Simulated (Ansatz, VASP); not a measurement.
Two plane-wave programs on Mg27SeO26

```
Mg Se O
1.0
     0.00000    6.32550    6.32550
     6.32550    0.00000    6.32550
     6.32550    6.32550    0.00000
Mg Se O
27 1 26
Direct
  0.00000 0.00000 0.00000
  0.00000 0.00000 0.33333
  0.00000 0.00000 0.66667
  0.00000 0.33333 0.00000
  0.00000 0.33333 0.33333
  0.00000 0.33333 0.66667
  0.00000 0.66667 0.00000
  0.00000 0.66667 0.33333
  0.00000 0.66667 0.66667
  0.33333 0.00000 0.00000
  0.33333 0.00000 0.33333
  0.33333 0.00000 0.66667
  0.33333 0.33333 0.00000
  0.33333 0.33333 0.33333
  0.33333 0.33333 0.66667
  0.33333 0.66667 0.00000
  0.33333 0.66667 0.33333
  0.33333 0.66667 0.66667
  0.66667 0.00000 0.00000
  0.66667 0.00000 0.33333
  0.66667 0.00000 0.66667
  0.66667 0.33333 0.00000
  0.66667 0.33333 0.33333
  0.66667 0.33333 0.66667
  0.66667 0.66667 0.00000
  0.66667 0.66667 0.33333
  0.66667 0.66667 0.66667
  0.16667 0.16667 0.16667
  0.16667 0.16667 0.50000
  0.16667 0.16667 0.83333
  0.16667 0.50000 0.16667
  0.16667 0.50000 0.50000
  0.16667 0.50000 0.83333
  0.16667 0.83333 0.16667
  0.16667 0.83333 0.50000
  0.16667 0.83333 0.83333
  0.50000 0.16667 0.16667
  0.50000 0.16667 0.50000
  0.50000 0.16667 0.83333
  0.50000 0.50000 0.16667
  0.50000 0.50000 0.50000
  0.50000 0.50000 0.83333
  0.50000 0.83333 0.16667
  0.50000 0.83333 0.50000
  0.50000 0.83333 0.83333
  0.83333 0.16667 0.16667
  0.83333 0.16667 0.50000
  0.83333 0.16667 0.83333
  0.83333 0.50000 0.16667
  0.83333 0.50000 0.50000
  0.83333 0.50000 0.83333
  0.83333 0.83333 0.16667
  0.83333 0.83333 0.50000
  0.83333 0.83333 0.83333
```

Alike in both runs: task electric field gradients; functional PBE; k mesh 3 × 3 × 3; occupations fermi-dirac, width 0.01 eV; no spin polarisation.

|  | VASP | Ansatz |
| --- | --- | --- |
| version | VASP 6.6.1 | Ansatz 0.2.0 |
| potentials or method | VASP PAW PBE potentials, release 64 (Mg, Se, O) | plane-wave PAW, scalar-relativistic |
| plane-wave cutoff (eV) | 520 | 420 |
| valence electrons in the cell | 216 | 442 |

|  | VASP | Ansatz | Ansatz less VASP |
| --- | --- | --- | --- |
| gap on the k mesh at the Fermi level (eV) | 4.67 | 4.67 | +0.003 |
| pressure (GPa) | 12.3 | 12.8 | +0.55 |
| rms of the force components (eV/Å) | 1.088 | 1.064 | -0.0244 |
| size of Vzz on the site where it differs most (V/Å²) | 23.4 | 12.3 | -11.04 |

Atom by atom the forces differ by 0.025 eV/Å (rms over components). VASP's potentials hold 216 valence electrons a cell and Ansatz's 442, so a difference there can come from the potentials and not from the codes.
